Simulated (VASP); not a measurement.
# S (Pm-3m) in VASP: relaxation of cell and atoms with PBE

Aim: the relaxation of cell and atoms of S with PBE.

Program: VASP 6.6.1. These are calculated values, not measurements. Logs are shortened: lines on timing, memory, paths and dates and some standing lists are left out, and cuts for length are marked.

### 1 The cell of the first run

It takes space group Pm-3m (No. 221, cubic). The conventional cell has a = 2.232 Å, b = 2.232 Å, c = 2.232 Å, α = 90.00°, β = 90.00°, γ = 90.00°. Within 3.0 Å of S (site symmetry m-3m) lie 6 S at 2.23 Å.

### 2 Relaxation of cell and atoms, PBE

File INCAR:

```
  ALGO = Normal
  EDIFF = 1E-7
  EDIFFG = -0.005
  ENCUT = 600
  GGA = PE
  IBRION = 2
  ISIF = 3
  ISMEAR = -1
  LASPH = True
  LCHARG = False
  LREAL = False
  LWAVE = False
  NELM = 80
  NSW = 100
  PREC = Accurate
  SIGMA = 0.08
```

File KPOINTS:

```
k-points
0
Gamma
  16 16 16
```

File POSCAR:

```
S
1.0
    2.2322827293      0.0000000000      0.0000000000
    0.0000000000      2.2322827293      0.0000000000
    0.0000000000      0.0000000000      2.2322827293
S
1
Direct
    0.0000000000      0.0000000000      0.0000000000
```

Potentials or basis: VASP PAW PBE potentials, release 64 (S).

Launch:

```bash
cat potpaw_PBE.64/S/POTCAR > POTCAR
mpirun -np 1 vasp_std > vasp.out
```

OUTCAR:

```text
EDIFF = 1E-7
   EDIFFG = -0.005
   ENCUT = 600
   GGA = PE
   IBRION = 2
   ISIF = 3
   ISMEAR = -1
   LASPH = True
   LREAL = False
   NELM = 80
   NSW = 100
   PREC = Accurate

 ion  position               nearest neighbor table
   1  0.000  0.000  0.000-

  LATTYP: Found a simple cubic cell.
 ALAT       =     2.2322827293

  Lattice vectors:

 A1 = (   2.2322827293,   0.0000000000,   0.0000000000)
 A2 = (   0.0000000000,   2.2322827293,   0.0000000000)
 A3 = (   0.0000000000,   0.0000000000,   2.2322827293)

Analysis of symmetry for initial positions (statically):
=====================================================================
 Subroutine PRICEL returns:
 Original cell was already a primitive cell.

 Routine SETGRP: Setting up the symmetry group for a
 simple cubic supercell.

 Subroutine GETGRP returns: Found 48 space group operations
 (whereof 48 operations were pure point group operations)
 out of a pool of 48 trial point group operations.

The static configuration has the point symmetry O_h .

Analysis of symmetry for dynamics (positions and initial velocities):
=====================================================================
 Subroutine PRICEL returns:
 Original cell was already a primitive cell.

 Routine SETGRP: Setting up the symmetry group for a
 simple cubic supercell.

 Subroutine GETGRP returns: Found 48 space group operations
 (whereof 48 operations were pure point group operations)
 out of a pool of 48 trial point group operations.

The dynamic configuration has the point symmetry O_h .

 Subroutine INISYM returns: Found 48 space group operations
 (whereof 48 operations are pure point group operations),
 and found     1 'primitive' translations

----------------------------------------------------------------------------------------

                                     Primitive cell

  volume of cell :      11.1237

  direct lattice vectors                    reciprocal lattice vectors
     2.232282729  0.000000000  0.000000000     0.447971929  0.000000000  0.000000000
     0.000000000  2.232282729  0.000000000     0.000000000  0.447971929  0.000000000
     0.000000000  0.000000000  2.232282729     0.000000000  0.000000000  0.447971929

  length of vectors
     2.232282729  2.232282729  2.232282729     0.447971929  0.447971929  0.447971929

  position of ions in fractional coordinates (direct lattice)
     0.000000000  0.000000000  0.000000000

  ion indices of the primitive-cell ions
   primitive index   ion index
                 1           1

----------------------------------------------------------------------------------------

 KPOINTS: k-points

Automatic generation of k-mesh.
 Grid dimensions read from file:
 generate k-points for:   16   16   16

 Generating k-lattice:

  Cartesian coordinates                     Fractional coordinates (reciprocal lattice)
     0.027998246  0.000000000  0.000000000     0.062500000  0.000000000  0.000000000
     0.000000000  0.027998246  0.000000000     0.000000000  0.062500000  0.000000000
     0.000000000  0.000000000  0.027998246     0.000000000  0.000000000  0.062500000

  Length of vectors
     0.027998246  0.027998246  0.027998246

  Shift w.r.t. Gamma in fractional coordinates (k-lattice)
     0.000000000  0.000000000  0.000000000

 Subroutine IBZKPT returns following result:
 ===========================================

 Found    165 irreducible k-points:

 Following reciprocal coordinates:
            Coordinates               Weight
  0.000000  0.000000  0.000000      1.000000
  0.062500  0.000000  0.000000      6.000000
  0.125000  0.000000  0.000000      6.000000
  0.187500  0.000000  0.000000      6.000000
  0.250000  0.000000  0.000000      6.000000
  0.312500  0.000000  0.000000      6.000000
[... 16 lines left out ...]
  0.437500  0.125000  0.000000     24.000000
  0.500000  0.125000  0.000000     12.000000
 [... further k-points ...]
   k-points           NKPTS =    165   k-points in BZ     NKDIM =    165   number of bands    NBANDS=      7
   number of dos      NEDOS =    301   number of ions     NIONS =      1
   total plane-waves  NPLWV =   5832
   dimension x,y,z NGX =    18 NGY =   18 NGZ =   18
   dimension x,y,z NGXF=    36 NGYF=   36 NGZF=   36
   ions per type =               1
   NGX,Y,Z   is equivalent  to a cutoff of  13.41, 13.41, 13.41 a.u.
   NGXF,Y,Z  is equivalent  to a cutoff of  26.81, 26.81, 26.81 a.u.
 SYSTEM =  unknown system
   PREC   = accura    normal or accurate (medium, high low for compatibility)
   ISTART =      0    job   : 0-new  1-cont  2-samecut
   ICHARG =      2    charge: 1-file 2-atom 10-const
   ISPIN  =      1    spin polarized calculation?
   LNONCOLLINEAR =      F non collinear calculations
   LSORBIT =      F    spin-orbit coupling
   LASPH  =      T    aspherical Exc in radial PAW
   ENCUT  =  600.0 eV  44.10 Ry    6.64 a.u.   4.46  4.46  4.46*2*pi/ulx,y,z
   NELM   =     80;   NELMIN=  2; NELMDL= -5     # of ELM steps
   EDIFF  = 0.1E-06   stopping-criterion for ELM
   LREAL  =      F    real-space projection
   EDIFFG = -.5E-02   stopping-criterion for IOM
   NSW    =    100    number of steps for IOM
   IBRION =      2    ionic relax: 0-MD 1-quasi-New 2-CG
   NFREE  =      1    steps in history (QN), initial steepest desc. (CG)
   ISIF   =      3    stress and relaxation
   ISYM   =      2    0-nonsym 1-usesym 2-fastsym
   POTIM  = 0.5000    time-step for ionic-motion
   TEBEG  =    0.0;   TEEND  =   0.0 temperature during run
   PSTRESS=    0.0 pullay stress
   NELECT =       6.0000    total number of electrons
   NUPDOWN=      -1.0000    fix difference up-down
   EMIN   =  10.00;   EMAX   =-10.00  energy-range for DOS
   EFERMI =   0.00;   METHOD = LEGACY
   ISMEAR =    -1;   SIGMA  =   0.08  broadening in eV -4-tet -1-fermi 0-gaus
   EFERMI_NEDOS =   21; number of points for ismear=-14 and -15
   IALGO  =     38    algorithm
   IMIX   =      4    mixing-type and parameters
     AMIX     =   0.40;   BMIX     =  1.00
     AMIX_MAG =   1.60;   BMIX_MAG =  1.00
  volume/ion in A,a.u.               =      11.12        75.07
  Fermi-wavevector in a.u.,A,eV,Ry     =   1.332629  2.518304 24.162601  1.775901
  Thomas-Fermi vector in A             =   2.461550
   LORBIT       =      0    0 simple, 1 ext, 2 COOP (PROOUT), +10 PAW based schemes
   GGA     = PE    functional components
   LHFCALC =     F    Hartree Fock is set to
   AEXX    =    0.0000 exact exchange contribution
   IVDW    =     0    specifies the selected vdW correction
   LEPSILON=     F    determine dielectric tensor
   LRPA    =     F    only Hartree local field effects (RPA)
 conjugate gradient relaxation of ions
 non-spin polarized calculation
  energy-cutoff  :      600.00
  volume of cell :       11.12
 maximum number of plane-waves:       384
 NGX is ok and might be reduce to    18
   NGX =  9   NGY =  9   NGZ =  9

--------------------------------------- Ionic step        1  -------------------------------------------

 number of electron       6.0000001 magnetization

 Free energy of the ion-electron system (eV)
  ---------------------------------------------------
  ext. energy  EPLUGINS =         0.00000000
  ---------------------------------------------------
  free energy    TOTEN  =        -2.43623897 eV

  energy without entropy =       -2.43019355  energy(sigma->0) =       -2.43321626

 E-fermi :  14.6347     XC(G=0): -12.7052

 val. band max:       14.5281470050   @ k =   0.3750   0.3750   0.2500
 cond. band min:      14.6551829084   @ k =   0.4375   0.4375   0.1250
 fundamental gap:      0.1270359034
 Fermi energy:        14.6346652877

 k-point     1 :       0.0000    0.0000    0.0000
  band No.  band energies     occupation
      1      -8.0165      2.00000
      2      17.0425      0.00000
      3      17.0425      0.00000
      4      17.0425      0.00000
      5      19.9361      0.00000
      6      19.9361      0.00000
      7      28.8567      0.00000
[... 577 lines left out ...]
  FREE ENERGIE OF THE ION-ELECTRON SYSTEM (eV)
  ---------------------------------------------------
  free  energy   TOTEN  =        -3.5135525785 eV

  energy  without entropy=       -3.5050417565  energy(sigma->0) =       -3.50929717

[... ionic steps 4 to 17 ...]

--------------------------------------- Ionic step       18  -------------------------------------------

 number of electron       5.9999999 magnetization

------------------------ aborting loop because EDIFF is reached ----------------------------------------

  FORCE on cell =-STRESS in cart. coord.  units (eV):
  Direction    XX          YY          ZZ          XY          YZ          ZX
  --------------------------------------------------------------------------------------
  -------------------------------------------------------------------------------------
  Total        0.0198737      0.0198737      0.0198737      0.0000000      0.0000000      0.0000000
  in kB        1.8603445      1.8603445      1.8603445      0.0000000      0.0000000      0.0000000
  external PRESSURE =       1.8603445 kB  Pullay stress =       0.0000000 kB
[... 55 lines left out ...]
  energy  without entropy=       -3.5057961723  energy(sigma->0) =       -3.50995144

--------------------------------------- Ionic step       20  -------------------------------------------

 number of electron       5.9999999 magnetization

 Free energy of the ion-electron system (eV)
  ---------------------------------------------------
  ext. energy  EPLUGINS =         0.00000000
  ---------------------------------------------------
  free energy    TOTEN  =        -3.51410827 eV

  energy without entropy =       -3.50580843  energy(sigma->0) =       -3.50995835

 E-fermi :   6.9262     XC(G=0): -10.5689

 val. band max:        6.8933221683   @ k =   0.5000   0.4375   0.2500
 cond. band min:       6.9878785593   @ k =   0.5000   0.5000   0.2500
 fundamental gap:      0.0945563910
 Fermi energy:         6.9261761968

 k-point     1 :       0.0000    0.0000    0.0000
  band No.  band energies     occupation
      1      -9.9813      2.00000
      2       8.4796      0.00000
      3       8.4796      0.00000
      4       8.4796      0.00000
      5      14.3817      0.00000
      6      14.3817      0.00000
      7      17.3431      0.00000
[... 258 lines left out ...]
  FREE ENERGIE OF THE ION-ELECTRON SYSTEM (eV)
  ---------------------------------------------------
  free  energy   TOTEN  =        -3.5141082682 eV

  energy  without entropy=       -3.5058084287  energy(sigma->0) =       -3.50995835

 reached required accuracy - stopping structural energy minimisation
```

It took 2 min on 1 thread of Intel Xeon 8259CL, shared host; peak memory 0.13 GiB.

Results:

| Quantity | Value |
| --- | --- |
| Free energy | -3.5141 eV |
| Relaxed volume | 17.15 Å³/atom |
| Relaxed cell | a = 2.579 Å, b = 2.579 Å, c = 2.579 Å, α = 90.00°, β = 90.00°, γ = 90.00° |
| Space group after relaxing (to 0.05 Å) | Pm-3m (No. 221) |
| Energy gained by relaxing | 1077.9 meV/atom |
| Ionic steps | 20 |
| Pressure after relaxing | 0.0 GPa |
| Band gap on the k mesh | zero (band 3 reaches 10.00 eV, above the bottom of band 4 at 3.21 eV) |

The path:
| step | energy change (eV) | largest force (eV/Å) | pressure (GPa) | volume (Å³) |
| --- | --- | --- | --- | --- |
| 1 | 0.0000 | 0.0000 | 73.24 | 11.12 |
| 2 | -0.8866 | 0.0000 | -11.57 | 21.48 |
| 3 | -1.0773 | 0.0000 | -0.91 | 17.35 |
| 4 | -1.0778 | 0.0000 | -0.24 | 17.20 |
| 5 | -1.0777 | 0.0000 | 0.44 | 17.06 |
| 6 | -1.0778 | 0.0000 | 0.45 | 17.07 |
| 7 | -1.0778 | 0.0000 | 0.42 | 17.07 |
| 8 | -1.0778 | 0.0000 | 0.42 | 17.07 |
| 9 | -1.0778 | 0.0000 | 0.42 | 17.07 |
| 10 | -1.0778 | 0.0000 | 0.42 | 17.07 |
| 11 | -1.0778 | 0.0000 | 0.42 | 17.07 |
| 12 | -1.0778 | 0.0000 | 0.42 | 17.07 |
| 13 | -1.0778 | 0.0000 | 0.42 | 17.07 |
| 14 | -1.0778 | 0.0000 | 0.42 | 17.07 |
| 15 | -1.0778 | 0.0000 | 0.39 | 17.07 |
| 16 | -1.0778 | 0.0000 | 0.36 | 17.08 |
| 17 | -1.0778 | 0.0000 | 0.30 | 17.09 |
| 18 | -1.0778 | 0.0000 | 0.19 | 17.12 |
| 19 | -1.0779 | 0.0000 | -0.05 | 17.16 |
| 20 | -1.0779 | 0.0000 | 0.00 | 17.15 |

Final structure:
```
S
1.0
     2.57901    0.00000    0.00000
     0.00000    2.57901    0.00000
     0.00000    0.00000    2.57901
S
1
Direct
  0.00000 0.00000 0.00000
```

Caveat: the volume moved by over 15 % at a fixed basis, so the end points are rough.
